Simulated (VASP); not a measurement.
# HfO2 (R-3m) in VASP: further runs

Runs on HfO2. Level: PBE. Tasks: single point.

Program: VASP 6.6.1. These are calculated values, not measurements. Logs are shortened: lines on timing, memory, paths and dates and some standing lists are left out, and cuts for length are marked.

**1. The cell of the first run**

It takes space group R-3m (No. 166, trigonal). Conventional cell: a = 4.288 Å, b = 4.288 Å, c = 6.302 Å, α = 90.00°, β = 90.00°, γ = 120.00°. Within 2.1 Å of Hf (site symmetry -3m) lie 2 O at 1.58 Å. O (site symmetry 3m) has 1 Hf at 1.58 Å within 2.1 Å.

**2. Single point, PBE**

INCAR

```
  ALGO = Normal
  EDIFF = 1E-6
  ENCUT = 520
  GGA = PE
  ISIF = 2
  ISMEAR = 0
  LASPH = True
  LCHARG = False
  LREAL = False
  LWAVE = False
  NBANDS = 18
  NELM = 80
  PREC = Accurate
  SIGMA = 0.05
```

KPOINTS

```
k-points
0
Gamma
  8 8 8
```

POSCAR

```
HfO2
1.0
   -0.8086004112      2.2236511309      2.2236511309
    2.2236511309     -0.8086004112      2.2236511309
    2.2236511309      2.2236511309     -0.8086004112
Hf O
1 2
Direct
    0.0000000000      0.0000000000      0.0000000000
    0.2500000000      0.2500000000      0.2500000000
    0.7500000000      0.7500000000      0.7500000000
```

Potentials or basis: VASP PAW PBE potentials, release 64 (Hf_pv, O).

The run is started by

```sh
cat potpaw_PBE.64/Hf_pv/POTCAR potpaw_PBE.64/O/POTCAR > POTCAR
mpirun -np 1 vasp_std > vasp.out
```

OUTCAR:

```text
EDIFF = 1E-6
   ENCUT = 520
   GGA = PE
   ISIF = 2
   ISMEAR = 0
   LASPH = True
   LREAL = False
   NELM = 80
   PREC = Accurate

 ion  position               nearest neighbor table
   1  0.000  0.000  0.000-   2 1.58   3 1.58   3 2.53   3 2.53   3 2.53   2 2.53   2 2.53   2 2.53

   2  0.250  0.250  0.250-   1 1.58   1 2.53   1 2.53   1 2.53
   3  0.750  0.750  0.750-   1 1.58   1 2.53   1 2.53   1 2.53

  LATTYP: Found a trigonal (rhomboedric) cell.
 ALAT       =     3.2470114458
 COS(alpha) =     0.1279069768

  Lattice vectors:

 A1 = (  -0.8086004112,   2.2236511309,   2.2236511309)
 A2 = (   2.2236511309,  -0.8086004112,   2.2236511309)
 A3 = (   2.2236511309,   2.2236511309,  -0.8086004112)

Analysis of symmetry for initial positions (statically):
=====================================================================
 Subroutine PRICEL returns:
 Original cell was already a primitive cell.

 Routine SETGRP: Setting up the symmetry group for a
 trigonal (rhombohedral) supercell.

 Subroutine GETGRP returns: Found 12 space group operations
 (whereof 12 operations were pure point group operations)
 out of a pool of 12 trial point group operations.

The static configuration has the point symmetry D_3d.

Analysis of symmetry for dynamics (positions and initial velocities):
=====================================================================
 Subroutine PRICEL returns:
 Original cell was already a primitive cell.

 Routine SETGRP: Setting up the symmetry group for a
 trigonal (rhombohedral) supercell.

 Subroutine GETGRP returns: Found 12 space group operations
 (whereof 12 operations were pure point group operations)
 out of a pool of 12 trial point group operations.

The dynamic configuration has the point symmetry D_3d.

 Subroutine INISYM returns: Found 12 space group operations
 (whereof 12 operations are pure point group operations),
 and found     1 'primitive' translations

----------------------------------------------------------------------------------------

                                     Primitive cell

  volume of cell :      33.4562

  direct lattice vectors                    reciprocal lattice vectors
    -0.808600411  2.223651131  2.223651131    -0.128250867  0.201537077  0.201537077
     2.223651131 -0.808600411  2.223651131     0.201537077 -0.128250867  0.201537077
     2.223651131  2.223651131 -0.808600411     0.201537077  0.201537077 -0.128250867

  length of vectors
     3.247011446  3.247011446  3.247011446     0.312542271  0.312542271  0.312542271

  position of ions in fractional coordinates (direct lattice)
     0.000000000  0.000000000  0.000000000
     0.250000000  0.250000000  0.250000000
     0.750000000  0.750000000  0.750000000

  ion indices of the primitive-cell ions
   primitive index   ion index
                 1           1
                 2           2
                 3           3

----------------------------------------------------------------------------------------

 KPOINTS: k-points

Automatic generation of k-mesh.
 Grid dimensions read from file:
 generate k-points for:    8    8    8

 Generating k-lattice:

  Cartesian coordinates                     Fractional coordinates (reciprocal lattice)
    -0.016031358  0.025192135  0.025192135     0.125000000  0.000000000  0.000000000
     0.025192135 -0.016031358  0.025192135     0.000000000  0.125000000  0.000000000
     0.025192135  0.025192135 -0.016031358     0.000000000  0.000000000  0.125000000

  Length of vectors
     0.039067784  0.039067784  0.039067784

  Shift w.r.t. Gamma in fractional coordinates (k-lattice)
     0.000000000  0.000000000  0.000000000

 Subroutine IBZKPT returns following result:
 ===========================================

 Found     65 irreducible k-points:

 Following reciprocal coordinates:
            Coordinates               Weight
  0.000000  0.000000  0.000000      1.000000
  0.125000  0.000000  0.000000      6.000000
  0.250000  0.000000  0.000000      6.000000
  0.375000  0.000000  0.000000      6.000000
  0.500000  0.000000  0.000000      3.000000
  0.125000  0.125000  0.000000      6.000000
[... 16 lines left out ...]
  0.250000  0.125000  0.125000      6.000000
  0.375000  0.125000  0.125000      6.000000
 [... further k-points ...]
   k-points           NKPTS =     65   k-points in BZ     NKDIM =     65   number of bands    NBANDS=     18
   number of dos      NEDOS =    301   number of ions     NIONS =      3
   total plane-waves  NPLWV =  13824
   dimension x,y,z NGX =    24 NGY =   24 NGZ =   24
   dimension x,y,z NGXF=    48 NGYF=   48 NGZF=   48
   ions per type =               1   2
   NGX,Y,Z   is equivalent  to a cutoff of  12.29, 12.29, 12.29 a.u.
   NGXF,Y,Z  is equivalent  to a cutoff of  24.58, 24.58, 24.58 a.u.
 SYSTEM =  unknown system
   PREC   = accura    normal or accurate (medium, high low for compatibility)
   ISTART =      0    job   : 0-new  1-cont  2-samecut
   ICHARG =      2    charge: 1-file 2-atom 10-const
   ISPIN  =      1    spin polarized calculation?
   LNONCOLLINEAR =      F non collinear calculations
   LSORBIT =      F    spin-orbit coupling
   LASPH  =      T    aspherical Exc in radial PAW
   ENCUT  =  520.0 eV  38.22 Ry    6.18 a.u.   6.04  6.04  6.04*2*pi/ulx,y,z
   NELM   =     80;   NELMIN=  2; NELMDL= -5     # of ELM steps
   EDIFF  = 0.1E-05   stopping-criterion for ELM
   LREAL  =      F    real-space projection
   EDIFFG = 0.1E-04   stopping-criterion for IOM
   NSW    =      0    number of steps for IOM
   IBRION =     -1    ionic relax: 0-MD 1-quasi-New 2-CG
   NFREE  =      0    steps in history (QN), initial steepest desc. (CG)
   ISIF   =      2    stress and relaxation
   ISYM   =      2    0-nonsym 1-usesym 2-fastsym
   POTIM  = 0.5000    time-step for ionic-motion
   TEBEG  =    0.0;   TEEND  =   0.0 temperature during run
   PSTRESS=    0.0 pullay stress
   NELECT =      22.0000    total number of electrons
   NUPDOWN=      -1.0000    fix difference up-down
   EMIN   =  10.00;   EMAX   =-10.00  energy-range for DOS
   EFERMI =   0.00;   METHOD = LEGACY
   ISMEAR =     0;   SIGMA  =   0.05  broadening in eV -4-tet -1-fermi 0-gaus
   EFERMI_NEDOS =   21; number of points for ismear=-14 and -15
   IALGO  =     38    algorithm
   IMIX   =      4    mixing-type and parameters
     AMIX     =   0.40;   BMIX     =  1.00
     AMIX_MAG =   1.60;   BMIX_MAG =  1.00
  volume/ion in A,a.u.               =      11.15        75.26
  Fermi-wavevector in a.u.,A,eV,Ry     =   1.423607  2.690227 27.574337  2.026657
  Thomas-Fermi vector in A             =   2.544186
   LORBIT       =      0    0 simple, 1 ext, 2 COOP (PROOUT), +10 PAW based schemes
   GGA     = PE    functional components
   LHFCALC =     F    Hartree Fock is set to
   AEXX    =    0.0000 exact exchange contribution
   IVDW    =     0    specifies the selected vdW correction
   LEPSILON=     F    determine dielectric tensor
   LRPA    =     F    only Hartree local field effects (RPA)
 non-spin polarized calculation
 Gauss-broadening in eV      SIGMA  =   0.05
  energy-cutoff  :      520.00
  volume of cell :       33.46
 maximum number of plane-waves:       926
   NGX = 13   NGY = 13   NGZ = 13

 number of electron      21.9999987 magnetization

 Free energy of the ion-electron system (eV)
  ---------------------------------------------------
  ext. energy  EPLUGINS =         0.00000000
  ---------------------------------------------------
  free energy    TOTEN  =       -19.67199960 eV

  energy without entropy =      -19.67199960  energy(sigma->0) =      -19.67199960

 E-fermi :   6.1799     XC(G=0): -11.5064

 val. band max:        5.9048252539   @ k =   0.0000   0.0000   0.0000
 cond. band min:       7.3907923994   @ k =   0.5000   0.5000   0.0000
 fundamental gap:      1.4859671455
 Fermi energy:         6.1799170274

 k-point     1 :       0.0000    0.0000    0.0000
  band No.  band energies     occupation
      1     -27.7529      2.00000
      2     -24.9881      2.00000
      3     -24.9881      2.00000
      4     -15.4627      2.00000
      5      -9.9416      2.00000
      6      -2.6114      2.00000
[... 10 lines left out ...]
     17      15.0935      0.00000
     18      15.0935      0.00000

 k-point     2 :       0.1250    0.0000    0.0000
  band No.  band energies     occupation
      1     -27.7822      2.00000
      2     -25.0324      2.00000
      3     -24.9835      2.00000
      4     -15.3514      2.00000
      5     -10.0870      2.00000
      6      -2.5185      2.00000
[... 10 lines left out ...]
     17      14.8130      0.00000
     18      15.8194      0.00000

 k-point     3 :       0.2500    0.0000    0.0000
  band No.  band energies     occupation
      1     -27.8574      2.00000
      2     -25.1261      2.00000
      3     -24.9723      2.00000
      4     -15.0998      2.00000
      5     -10.3881      2.00000
      6      -2.2713      2.00000
[... 10 lines left out ...]
     17      14.4724      0.00000
     18      17.5314      0.00000

 k-point     4 :       0.3750    0.0000    0.0000
  band No.  band energies     occupation
      1     -27.9385      2.00000
      2     -25.2031      2.00000
      3     -24.9611      2.00000
      4     -14.8763      2.00000
      5     -10.6264      2.00000
      6      -1.9773      2.00000
[... 375 lines left out ...]
      4     -15.0276      2.00000
      5     -10.6538      2.00000
      6      -2.1823      2.00000
[... 10 lines left out ...]
     17      16.6362      0.00000
     18      16.6362      0.00000

 k-point    23 :       0.2500    0.1250    0.1250
  band No.  band energies     occupation
      1     -27.9179      2.00000
      2     -25.1225      2.00000
      3     -25.0214      2.00000
      4     -14.7690      2.00000
      5     -10.9462      2.00000
      6      -1.8678      2.00000
[... 10 lines left out ...]
     17      16.4681      0.00000
     18      18.1864      0.00000

 k-point    24 :       0.3750    0.1250    0.1250
  band No.  band energies     occupation
      1     -27.9898      2.00000
      2     -25.2061      2.00000
      3     -25.0098      2.00000
      4     -14.6339      2.00000
      5     -10.9860      2.00000
      6      -1.5744      2.00000
[... 10 lines left out ...]
     17      15.8196      0.00000
     18      19.0597      0.00000

 [... further k-points ...]

------------------------ aborting loop because EDIFF is reached ----------------------------------------

  FORCE on cell =-STRESS in cart. coord.  units (eV):
  Direction    XX          YY          ZZ          XY          YZ          ZX
  --------------------------------------------------------------------------------------
  -------------------------------------------------------------------------------------
  Total       29.4265362     29.4265362     29.4265362     33.1866360     33.1866360     33.1866360
  in kB     1409.2005516   1409.2005516   1409.2005516   1589.2670957   1589.2670957   1589.2670957
  external PRESSURE =    1409.2005516 kB  Pullay stress =       0.0000000 kB

 VOLUME and BASIS-vectors are now :
 -----------------------------------------------------------------------------
  energy-cutoff  :      520.00
  volume of cell :       33.46
      direct lattice vectors                 reciprocal lattice vectors
    -0.808600411  2.223651131  2.223651131    -0.128250867  0.201537077  0.201537077
     2.223651131 -0.808600411  2.223651131     0.201537077 -0.128250867  0.201537077
     2.223651131  2.223651131 -0.808600411     0.201537077  0.201537077 -0.128250867

 POSITION                                       TOTAL-FORCE (eV/Angst)
 -----------------------------------------------------------------------------------
      0.00000      0.00000      0.00000         0.000000     -0.000000     -0.000000
      0.90968      0.90968      0.90968        16.877894     16.877894     16.877894
      2.72903      2.72903      2.72903       -16.877894    -16.877894    -16.877894
 -----------------------------------------------------------------------------------
    total drift:                                0.000000      0.000000      0.000000

  FREE ENERGIE OF THE ION-ELECTRON SYSTEM (eV)
  ---------------------------------------------------
  free  energy   TOTEN  =       -19.6719995970 eV

  energy  without entropy=      -19.6719995970  energy(sigma->0) =      -19.67199960
```

Run time: 9 s. Hardware: 1 thread of Intel Xeon 6975P-C (Granite Rapids), shared host; peak memory 0.16 GiB.

What came out:

```
Free energy            : -19.6720 eV
Pressure               : 140.9 GPa
Largest force          : 29.233 eV/Å
Band gap on the k mesh : 1.49 eV (least direct gap 1.62 eV)
```

Forces on the atoms (eV/Å):
```
Hf    0.000   0.000   0.000
O    16.878  16.878  16.878
O   -16.878 -16.878 -16.878
```

Caveat: the cell stands under pressure; spin-orbit coupling is left out, which moves the levels of the heavy elements; forces of over 1 eV/Å act on the atoms, so gaps and moduli don't describe the material at rest.

**3. Single point, PBE**

This run uses another cell than the first one, of the same volume but with other edges.

INCAR

```
PREC = Accurate
ENCUT = 520
EDIFF = 1E-6
ISMEAR = 0
SIGMA = 0.05
LREAL = F
LASPH = T
NELM = 100
ALGO = Normal
ISIF = 2
LWAVE = F
LCHARG = F
GGA = PE
NBANDS = 18
```

KPOINTS

```
regular mesh
0
Gamma
  8 8 8
```

POSCAR

```
HfO2
1.0
   -0.2699868843      2.4298819591      2.4298819591
    2.4298819591     -0.2699868843      2.4298819591
    2.4298819591      2.4298819591     -0.2699868843
Hf O
1 2
Direct
    0.0000000000      0.0000000000      0.0000000000
    0.2500000000      0.2500000000      0.2500000000
    0.7500000000      0.7500000000      0.7500000000
```

Potentials or basis: VASP PAW PBE potentials, release 64 (Hf_pv, O).

The run is started by

```sh
cat potpaw_PBE.64/Hf_pv/POTCAR potpaw_PBE.64/O/POTCAR > POTCAR
mpirun -np 1 vasp_std > vasp.out
```

Run time: 17 s. Hardware: 1 thread of Intel Xeon 6975P-C (Granite Rapids), shared host; peak memory 0.18 GiB.

It converged, with:

```
Free energy            : -29.8035 eV
Pressure               : 3.5 GPa
Largest force          : 2.223 eV/Å
Band gap on the k mesh : 3.99 eV
```

Forces in eV/Å, atoms in the order of the input:
```
Hf   0.000  0.000  0.000
O    1.283  1.283  1.283
O   -1.283 -1.283 -1.283
```

Stress tensor (GPa, compression positive):
```
 3.47 15.39 15.39
15.39  3.47 15.39
15.39 15.39  3.47
```

Levels at points of the mesh, in eV from the valence-band top:
| k point | band 9 | band 10 | band 11 | band 12 | band 13 | band 14 |
| --- | --- | --- | --- | --- | --- | --- |
| (0.00, 0.00, 0.00) | -0.52 | -0.52 | -0.49 | 4.10 | 4.10 | 5.57 |
| (0.50, 0.00, 0.00) | -2.70 | -1.91 | -1.27 | 4.18 | 5.27 | 6.40 |
| (0.50, 0.50, 0.00) | -2.16 | -0.97 | 0.00 | 3.99 | 5.84 | 6.00 |
| (0.50, 0.50, 0.50) | -2.18 | -1.96 | -1.96 | 5.23 | 5.23 | 7.97 |

Caveat: the cell stands under pressure; spin-orbit coupling is left out, which moves the levels of the heavy elements; forces of over 1 eV/Å act on the atoms, so gaps and moduli don't describe the material at rest. A k mesh can miss the band edges.
